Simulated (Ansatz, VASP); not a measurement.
# SiO2 in VASP and in Ansatz

File INCAR:

```
SYSTEM = SiO2
  ALGO = Normal
  EDIFF = 1E-7
  ENCUT = 520
  GGA = PE
  ISIF = 2
  ISMEAR = 0
  LASPH = .True.
  LCHARG = .True.
  LELF = .True.
  LREAL = .False.
  LVHAR = .True.
  LWAVE = .False.
  NBANDS = 25
  NELM = 80
  PREC = Accurate
  SIGMA = 0.05
```

Contents of KPOINTS:

```
k-points
0
Gamma
  6 6 10
  0 0 0
```

Contents of POSCAR:

```
SiO2
1.0
    4.4674734721      0.0000000000      0.0000000000
    0.0000000000      4.4674734721      0.0000000000
    0.0000000000      0.0000000000      2.5147408174
Si O
2 4
Direct
    0.5000000000      0.5000000000      0.5000000000
    0.0000000000      0.0000000000      0.0000000000
    0.6930127928      0.6930127928      0.0000000000
    0.1930127928      0.8069872072      0.5000000000
    0.3069872072      0.3069872072      0.0000000000
    0.8069872072      0.1930127928      0.5000000000
```

Input for Ansatz:

```yaml
crystal:
  lattice:
    - [4.4674734721, 0.0, 0.0]
    - [0.0, 4.4674734721, 0.0]
    - [0.0, 0.0, 2.5147408174]
  atoms:
    - { symbol: Si, position: [0.5, 0.5, 0.5] }
    - { symbol: Si, position: [0.0, 0.0, 0.0] }
    - { symbol: O, position: [0.6930127928, 0.6930127928, 0.0] }
    - { symbol: O, position: [0.1930127928, 0.8069872072, 0.5] }
    - { symbol: O, position: [0.3069872072, 0.3069872072, 0.0] }
    - { symbol: O, position: [0.8069872072, 0.1930127928, 0.5] }
basis:
  ecutwfc: 520.0
kpoints:
  mp_grid: { grid: [6, 6, 10] }
hamiltonian:
  xc: pbe
  pseudopotentials: { kind: paw, azcp: { folder: soft_1 } }
scf:
  occupations: { method: gaussian, width: 0.05 }
output:
  forces: true
  stress: true
  eigenvalues: true
  write_density: true
  write_potential: true
  elf: true
  volumetric_format: npy
```

Alike in both runs: task single point; functional PBE; k mesh 6 × 6 × 10; occupations gaussian, width 0.05 eV; no spin polarisation.

|  | VASP | Ansatz |
| --- | --- | --- |
| version | VASP 6.6.1 | Ansatz 0.2.0 |
| potentials or method | VASP PAW PBE potentials, release 64 (Si, O), cutoff 520 eV | scalar-relativistic, plane waves, PAW |
| valence electrons in the cell | 32 | 32 |

VASP gave:

| Quantity | Value |
| --- | --- |
| gap on the k mesh at the Fermi level (eV) | 4.64 |
| least direct gap on the mesh (eV) | 4.64 |
| pressure (GPa) | -2.1 |
| traceless stress, the component that is largest in VASP (GPa) | 36.65 |
| rms of the force components (eV/Å) | 0.603 |

Task: What did Ansatz give for the same quantities?

Result: gap on the k mesh at the Fermi level (eV): 4.67; least direct gap on the mesh (eV): 4.67; pressure (GPa): -2.4; traceless stress, the component that is largest in VASP (GPa): 35.95; rms of the force components (eV/Å): 0.627.

Atom by atom the forces differ by 0.023 eV/Å (rms over components).
